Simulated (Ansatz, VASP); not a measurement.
# TiGe4 in VASP and in Ansatz

Contents of INCAR:

```
PREC = Accurate
ENCUT = 600
EDIFF = 1E-6
ISMEAR = 0
SIGMA = 0.1
LREAL = False
LASPH = True
NELM = 80
ALGO = Normal
ISIF = 3
LWAVE = False
LCHARG = False
GGA = PE
IBRION = 2
NSW = 100
EDIFFG = -0.01
```

KPOINTS

```
Automatic mesh
0
Gamma
  8 8 8
```

POSCAR

```
TiGe4
1.0
    4.9108747917      0.0000000000      0.0000000000
    0.0000000000      4.9108747917      0.0000000000
    0.0000000000      0.0000000000      4.9108747917
Ti Ge
1 4
Direct
    0.0000000000      0.0000000000      0.0000000000
    0.5000000000      0.0000000000      0.0000000000
    0.0000000000      0.5000000000      0.0000000000
    0.0000000000      0.0000000000      0.5000000000
    0.5000000000      0.5000000000      0.5000000000
```

Input for Ansatz:

```yaml
crystal:
  lattice:
    - [4.9108747917, 0.0, 0.0]
    - [0.0, 4.9108747917, 0.0]
    - [0.0, 0.0, 4.9108747917]
  atoms:
    - { symbol: Ti, position: [0.0, 0.0, 0.0] }
    - { symbol: Ge, position: [0.5, 0.0, 0.0] }
    - { symbol: Ge, position: [0.0, 0.5, 0.0] }
    - { symbol: Ge, position: [0.0, 0.0, 0.5] }
    - { symbol: Ge, position: [0.5, 0.5, 0.5] }
basis:
  ecutwfc: 420
kpoints:
  mp_grid: { grid: [8, 8, 8] }
hamiltonian:
  xc: pbe
scf:
  occupations: { method: gaussian, width: 0.1 }
output:
  forces: true
  stress: true
  eigenvalues: true
relax:
  adjacent_minimum: "off"
  f_tol: 0.01
  max_steps: 80
  cell: { stress_tol: 0.05 }
```

Alike in both runs: task relaxation of cell and atoms; functional PBE; k mesh 8 × 8 × 8; occupations gaussian, width 0.1 eV; no spin polarisation.

|  | VASP | Ansatz |
| --- | --- | --- |
| version | VASP 6.6.1 | Ansatz 0.2.0 |
| potentials or method | VASP PAW PBE potentials, release 64 (Ti_sv, Ge_d), cutoff 600 eV | scalar-relativistic, plane waves, PAW |
| valence electrons in the cell | 68 | 68 |

```tsv
	VASP	Ansatz	Ansatz less VASP
gap on the k mesh at the Fermi level, each at its own relaxed structure (eV)	none	none	-
relaxed volume (Å³/atom)	23.69	23.71	+0.022
relaxed cell length with the largest relative difference (Å)	4.911	4.912	+0.0015
```

A gap of «none» marks a metal or a gap that the smearing closes.

Noted on VASP's run: the relaxation stopped at its first step, so nothing moved.
